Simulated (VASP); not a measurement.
Here is a VASP 6.6.1 calculation.

The input INCAR:

```
SYSTEM = Mg
ALGO = Normal ; EDIFF = 1E-6
ENCUT = 520 ; GGA = RP
ISIF = 2 ; ISMEAR = -1
LASPH = .TRUE. ; LCHARG = .FALSE.
LREAL = .FALSE. ; LWAVE = .FALSE.
NBANDS = 12 ; NELM = 60
PREC = Accurate ; SIGMA = 0.1
```

KPOINTS

```
k-points
0
G
  13 13 4
  0 0 0
```

File POSCAR:

```
Mg
1.0
    3.2315459783      0.0000000000      0.0000000000
   -1.6157729891      2.7986009107      0.0000000000
    0.0000000000      0.0000000000     10.5123861524
Mg
4
Direct
    0.0000000000      1.0000000000      1.0000000000
    0.0000000000      0.0000000000      0.5000000000
    0.3333333333      0.6666666667      0.2500000000
    0.6666666667      0.3333333333      0.7500000000
```

Potentials or basis: VASP PAW PBE potentials, release 64 (Mg).

Run with:

```sh
$ cat potpaw_PBE.64/Mg/POTCAR > POTCAR
$ mpirun -np 1 vasp_std > vasp.out
```

Q: Estimate the band gap on the k mesh.

A: Zero (bands 4 and 5 overlap by 2.39 eV).

Q: Predict the pressure.

A: -0.1 GPa.

Caveat: the PAW data sets were made with another functional, which shifts forces and pressure a little.
